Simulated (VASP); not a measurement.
# SrO (P6_3/mmc) in VASP: notebook

Aim: see how the results for SrO move with the level of theory and the settings. Levels: LDA, PBEsol. Tasks: single point.

All numbers are computed with VASP 6.6.1; they aren't measurements. Logs are shortened: lines on timing, memory, paths and dates and some standing lists are left out, and cuts for length are marked.

## Step 1: The cell of the first run

It takes space group P6_3/mmc (No. 194, hexagonal). The conventional cell has a = 3.600 Å, b = 3.600 Å, c = 6.299 Å, α = 90.00°, β = 90.00°, γ = 120.00°. Sr (site symmetry -6m2) has 6 O at 2.61 Å within 3.4 Å. O (site symmetry -3m) has 6 Sr at 2.61 Å and 2 O at 3.15 Å within 3.4 Å.

## Step 2: Single point, LDA (volume scaled by 1.04)

INCAR reads:

```
SYSTEM = SrO
ALGO = Normal ; EDIFF = 1E-6
ENCUT = 520 ; ISIF = 2
ISMEAR = -1 ; LASPH = .True.
LCHARG = .False. ; LREAL = .False.
LWAVE = .False. ; NBANDS = 24
NELM = 60 ; PREC = Accurate
SIGMA = 0.05
```

KPOINTS reads:

```
k-points
0
Gamma
  9 9 5
  0 0 0
```

POSCAR reads:

```
SrO
1.0
    3.6000472431      0.0000000000      0.0000000000
   -1.8000236215      3.1177323673      0.0000000000
    0.0000000000      0.0000000000      6.2991199937
Sr O
2 2
Direct
    0.6666666667      0.3333333333      0.7500000000
    0.3333333333      0.6666666667      0.2500000000
    0.0000000000      0.0000000000      0.5000000000
    0.0000000000      0.0000000000      0.0000000000
```

Potentials or basis: VASP PAW LDA potentials, release 64 (Sr_sv, O).

Launch:

```
$ cat potpaw_LDA.64/Sr_sv/POTCAR potpaw_LDA.64/O/POTCAR > POTCAR
$ mpirun -np 1 vasp_std > vasp.out
```

OUTCAR:

```text
SYSTEM = SrO
   EDIFF = 1E-6
   ENCUT = 520
   ISIF = 2
   ISMEAR = -1
   LASPH = .True.
   LREAL = .False.
   NELM = 60
   PREC = Accurate

 ion  position               nearest neighbor table
   1  0.667  0.333  0.750-   3 2.61   4 2.61   3 2.61   4 2.61   3 2.61   4 2.61   2 3.77   2 3.77
                             2 3.77   2 3.77   2 3.77   2 3.77
   2  0.333  0.667  0.250-   3 2.61   4 2.61   3 2.61   4 2.61   3 2.61   4 2.61   1 3.77   1 3.77
                             1 3.77   1 3.77   1 3.77   1 3.77
   3  0.000  0.000  0.500-   1 2.61   2 2.61   2 2.61   1 2.61   1 2.61   2 2.61
   4  0.000  0.000  0.000-   1 2.61   2 2.61   2 2.61   1 2.61   1 2.61   2 2.61

  LATTYP: Found a hexagonal cell.
 ALAT       =     3.6000472431
 C/A-ratio  =     1.7497325919

  Lattice vectors:

 A1 = (   3.6000472431,   0.0000000000,   0.0000000000)
 A2 = (  -1.8000236215,   3.1177323673,   0.0000000000)
 A3 = (   0.0000000000,   0.0000000000,   6.2991199937)

Analysis of symmetry for initial positions (statically):
=====================================================================
 Subroutine PRICEL returns:
 Original cell was already a primitive cell.

 Routine SETGRP: Setting up the symmetry group for a
 hexagonal supercell.

 Subroutine GETGRP returns: Found 24 space group operations
 (whereof 12 operations were pure point group operations)
 out of a pool of 24 trial point group operations.

The static configuration has the point symmetry D_3d.
 The point group associated with its full space group is D_6h.

Analysis of symmetry for dynamics (positions and initial velocities):
=====================================================================
 Subroutine PRICEL returns:
 Original cell was already a primitive cell.

 Routine SETGRP: Setting up the symmetry group for a
 hexagonal supercell.

 Subroutine GETGRP returns: Found 24 space group operations
 (whereof 12 operations were pure point group operations)
 out of a pool of 24 trial point group operations.

The dynamic configuration has the point symmetry D_3d.
 The point group associated with its full space group is D_6h.

 Subroutine INISYM returns: Found 24 space group operations
 (whereof 12 operations are pure point group operations),
 and found     1 'primitive' translations

----------------------------------------------------------------------------------------

                                     Primitive cell

  volume of cell :      70.7012

  direct lattice vectors                    reciprocal lattice vectors
     3.600047243  0.000000000  0.000000000     0.277774133  0.160372970  0.000000000
    -1.800023622  3.117732367  0.000000000     0.000000000  0.320745940  0.000000000
     0.000000000  0.000000000  6.299119994     0.000000000  0.000000000  0.158752334

  length of vectors
     3.600047243  3.600047243  6.299119994     0.320745940  0.320745940  0.158752334

  position of ions in fractional coordinates (direct lattice)
     0.666666667  0.333333333  0.750000000
     0.333333333  0.666666667  0.250000000
     0.000000000  0.000000000  0.500000000
     0.000000000  0.000000000  0.000000000

  ion indices of the primitive-cell ions
   primitive index   ion index
                 1           1
                 2           2
                 3           3
                 4           4

----------------------------------------------------------------------------------------

 KPOINTS: k-points

Automatic generation of k-mesh.
 Grid dimensions read from file:
 generate k-points for:    9    9    5

 Generating k-lattice:

  Cartesian coordinates                     Fractional coordinates (reciprocal lattice)
     0.030863793  0.017819219  0.000000000     0.111111111 -0.000000000  0.000000000
     0.000000000  0.035638438  0.000000000     0.000000000  0.111111111  0.000000000
     0.000000000  0.000000000  0.031750467     0.000000000  0.000000000  0.200000000

  Length of vectors
     0.035638438  0.035638438  0.031750467

  Shift w.r.t. Gamma in fractional coordinates (k-lattice)
     0.000000000  0.000000000  0.000000000

 Subroutine IBZKPT returns following result:
 ===========================================

 Found     36 irreducible k-points:

 Following reciprocal coordinates:
            Coordinates               Weight
  0.000000  0.000000  0.000000      1.000000
  0.111111  0.000000  0.000000      6.000000
  0.222222  0.000000  0.000000      6.000000
  0.333333  0.000000  0.000000      6.000000
  0.444444  0.000000  0.000000      6.000000
  0.111111  0.111111  0.000000      6.000000
[... 16 lines left out ...]
  0.333333  0.222222  0.200000     24.000000
  0.333333  0.333333  0.200000      4.000000
 [... further k-points ...]
   k-points           NKPTS =     36   k-points in BZ     NKDIM =     36   number of bands    NBANDS=     24
   number of dos      NEDOS =    301   number of ions     NIONS =      4
   total plane-waves  NPLWV =  37632
   dimension x,y,z NGX =    28 NGY =   28 NGZ =   48
   dimension x,y,z NGXF=    56 NGYF=   56 NGZF=   96
   ions per type =               2   2
   NGX,Y,Z   is equivalent  to a cutoff of  12.93, 12.93, 12.67 a.u.
   NGXF,Y,Z  is equivalent  to a cutoff of  25.86, 25.86, 25.34 a.u.
 SYSTEM =  SrO
   PREC   = accura    normal or accurate (medium, high low for compatibility)
   ISTART =      0    job   : 0-new  1-cont  2-samecut
   ICHARG =      2    charge: 1-file 2-atom 10-const
   ISPIN  =      1    spin polarized calculation?
   LNONCOLLINEAR =      F non collinear calculations
   LSORBIT =      F    spin-orbit coupling
   LASPH  =      T    aspherical Exc in radial PAW
   ENCUT  =  520.0 eV  38.22 Ry    6.18 a.u.   6.69  6.69 11.71*2*pi/ulx,y,z
   NELM   =     60;   NELMIN=  2; NELMDL= -5     # of ELM steps
   EDIFF  = 0.1E-05   stopping-criterion for ELM
   LREAL  =      F    real-space projection
   EDIFFG = 0.1E-04   stopping-criterion for IOM
   NSW    =      0    number of steps for IOM
   IBRION =     -1    ionic relax: 0-MD 1-quasi-New 2-CG
   NFREE  =      0    steps in history (QN), initial steepest desc. (CG)
   ISIF   =      2    stress and relaxation
   ISYM   =      2    0-nonsym 1-usesym 2-fastsym
   POTIM  = 0.5000    time-step for ionic-motion
   TEBEG  =    0.0;   TEEND  =   0.0 temperature during run
   PSTRESS=    0.0 pullay stress
   NELECT =      32.0000    total number of electrons
   NUPDOWN=      -1.0000    fix difference up-down
   EMIN   =  10.00;   EMAX   =-10.00  energy-range for DOS
   EFERMI =   0.00;   METHOD = LEGACY
   ISMEAR =    -1;   SIGMA  =   0.05  broadening in eV -4-tet -1-fermi 0-gaus
   EFERMI_NEDOS =   21; number of points for ismear=-14 and -15
   IALGO  =     38    algorithm
   IMIX   =      4    mixing-type and parameters
     AMIX     =   0.40;   BMIX     =  1.00
     AMIX_MAG =   1.60;   BMIX_MAG =  1.00
  volume/ion in A,a.u.               =      17.68       119.28
  Fermi-wavevector in a.u.,A,eV,Ry     =   1.256944  2.375279 21.495949  1.579908
  Thomas-Fermi vector in A             =   2.390627
   LORBIT       =      0    0 simple, 1 ext, 2 COOP (PROOUT), +10 PAW based schemes
   GGA     = CA    functional components
   LHFCALC =     F    Hartree Fock is set to
   AEXX    =    0.0000 exact exchange contribution
   IVDW    =     0    specifies the selected vdW correction
   LEPSILON=     F    determine dielectric tensor
   LRPA    =     F    only Hartree local field effects (RPA)
 non-spin polarized calculation
  energy-cutoff  :      520.00
  volume of cell :       70.70
 maximum number of plane-waves:      1931
 NGX is ok and might be reduce to    28
   NGX = 13   NGY = 13   NGZ = 23

 number of electron      31.9999998 magnetization

 Free energy of the ion-electron system (eV)
  ---------------------------------------------------
  ext. energy  EPLUGINS =         0.00000000
  ---------------------------------------------------
  free energy    TOTEN  =       -26.30462925 eV

  energy without entropy =      -26.30462925  energy(sigma->0) =      -26.30462925

 E-fermi :   2.6419     XC(G=0): -10.3373

 val. band max:        1.6771427084   @ k =   0.0000   0.0000   0.0000
 cond. band min:       4.3409530083   @ k =   0.0000   0.0000   0.0000
 fundamental gap:      2.6638102999
 Fermi energy:         2.6419344625

 k-point     1 :       0.0000    0.0000    0.0000
  band No.  band energies     occupation
      1     -31.1133      2.00000
      2     -31.0190      2.00000
      3     -15.0733      2.00000
      4     -13.4683      2.00000
      5     -12.9120      2.00000
      6     -12.9120      2.00000
[... 16 lines left out ...]
     23       8.8414      0.00000
     24       9.6463      0.00000

 k-point     2 :       0.1111    0.0000    0.0000
  band No.  band energies     occupation
      1     -31.0991      2.00000
      2     -31.0102      2.00000
      3     -14.9814      2.00000
      4     -13.8180      2.00000
      5     -13.0156      2.00000
      6     -12.9518      2.00000
[... 16 lines left out ...]
     23       9.0403      0.00000
     24       9.3525      0.00000

 k-point     3 :       0.2222    0.0000    0.0000
  band No.  band energies     occupation
      1     -31.0622      2.00000
      2     -30.9885      2.00000
      3     -14.7153      2.00000
      4     -14.3267      2.00000
      5     -13.2621      2.00000
      6     -13.0359      2.00000
[... 16 lines left out ...]
     23       9.3687      0.00000
     24       9.5561      0.00000
[... 514 lines left out ...]
 k-point    23 :       0.3333    0.2222    0.2000
  band No.  band energies     occupation
      1     -30.9677      2.00000
      2     -30.9519      2.00000
      3     -14.8928      2.00000
      4     -14.0067      2.00000
      5     -13.4368      2.00000
      6     -13.3587      2.00000
[... 16 lines left out ...]
     23      10.5760      0.00000
     24      11.0092      0.00000

 k-point    24 :       0.3333    0.3333    0.2000
  band No.  band energies     occupation
      1     -30.9539      2.00000
      2     -30.9539      2.00000
      3     -14.9005      2.00000
      4     -13.8605      2.00000
      5     -13.5276      2.00000
      6     -13.5276      2.00000
[... 16 lines left out ...]
     23      10.9505      0.00000
     24      10.9507      0.00000

 [... further k-points ...]

------------------------ aborting loop because EDIFF is reached ----------------------------------------

  FORCE on cell =-STRESS in cart. coord.  units (eV):
  Direction    XX          YY          ZZ          XY          YZ          ZX
  --------------------------------------------------------------------------------------
  -------------------------------------------------------------------------------------
  Total       -3.2261164     -3.2261164     -3.8456521     -0.0000000      0.0000000     -0.0000000
  in kB      -73.1077979    -73.1077979    -87.1472440     -0.0000000      0.0000000     -0.0000000
  external PRESSURE =     -77.7876133 kB  Pullay stress =       0.0000000 kB

 VOLUME and BASIS-vectors are now :
 -----------------------------------------------------------------------------
  energy-cutoff  :      520.00
  volume of cell :       70.70
      direct lattice vectors                 reciprocal lattice vectors
     3.600047243  0.000000000  0.000000000     0.277774133  0.160372970  0.000000000
    -1.800023622  3.117732367  0.000000000     0.000000000  0.320745940  0.000000000
     0.000000000  0.000000000  6.299119994     0.000000000  0.000000000  0.158752334

 POSITION                                       TOTAL-FORCE (eV/Angst)
 -----------------------------------------------------------------------------------
      1.80002      1.03924      4.72434        -0.000000      0.000000      0.000000
     -0.00000      2.07849      1.57478         0.000000      0.000000     -0.000000
      0.00000      0.00000      3.14956        -0.000000      0.000000      0.000000
      0.00000      0.00000      0.00000        -0.000000      0.000000      0.000000
 -----------------------------------------------------------------------------------
    total drift:                               -0.000000      0.000000     -0.000000

  FREE ENERGIE OF THE ION-ELECTRON SYSTEM (eV)
  ---------------------------------------------------
  free  energy   TOTEN  =       -26.3046292487 eV

  energy  without entropy=      -26.3046292486  energy(sigma->0) =      -26.30462925
```

It took 28 s on 1 thread of Intel Xeon 6975P-C (Granite Rapids), shared host; peak memory 0.18 GiB.

What came out:

```
Free energy            : -26.3046 eV
Pressure               : -7.8 GPa
Band gap on the k mesh : 2.66 eV, direct
```

 A k mesh can miss the band edges.

## Step 3: Single point, PBEsol (volume scaled by 1.04)

INCAR reads:

```
SYSTEM = SrO
ALGO     = Normal         ! electronic algorithm
EDIFF    = 1E-7           ! SCF threshold, eV
ENCUT    = 520            ! plane-wave cutoff, eV
GGA      = PS             ! functional
ISIF     = 2              ! what is computed and relaxed
ISMEAR   = -1             ! smearing method
LASPH    = .TRUE.         ! aspherical terms in the spheres
LCHARG   = .FALSE.        ! write CHGCAR
LREAL    = .FALSE.        ! projectors in reciprocal space
LWAVE    = .FALSE.        ! write WAVECAR
NBANDS   = 24             ! bands
NELM     = 80             ! most SCF steps
PREC     = Accurate       ! precision mode
SIGMA    = 0.05           ! smearing width, eV
```

KPOINTS reads:

```
k-points
0
G
  9 9 5
  0 0 0
```

POSCAR is that of step 2.

Potentials or basis: VASP PAW PBE potentials, release 64 (Sr_sv, O).

Launch:

```
$ cat potpaw_PBE.64/Sr_sv/POTCAR potpaw_PBE.64/O/POTCAR > POTCAR
$ mpirun -np 1 vasp_std > vasp.out
```

Run time: 38 s. Hardware: 1 thread of Intel Xeon 6975P-C (Granite Rapids), shared host; peak memory 0.2 GiB.

It converged, with:

| Item | Value |
| --- | --- |
| Free energy | -24.8923 eV |
| Pressure | -4.8 GPa |
| Band gap on the k mesh | 2.71 eV, direct |

Stress tensor (GPa, compression positive):
```
-4.41  0.00  0.00
 0.00 -4.41  0.00
 0.00  0.00 -5.49
```

Levels at points of the mesh, in eV from the valence-band top:
| k point | band 12 | band 13 | band 14 | band 15 | band 16 | band 17 | band 18 | band 19 | band 20 | band 21 |
| --- | --- | --- | --- | --- | --- | --- | --- | --- | --- | --- |
| (0.00, 0.00, 0.00) | -0.98 | -0.98 | -0.73 | -0.73 | 0.00 | 2.71 | 4.85 | 5.01 | 6.05 | 6.05 |

Caveat: the PAW data sets were made with another functional, which shifts forces and pressure a little.
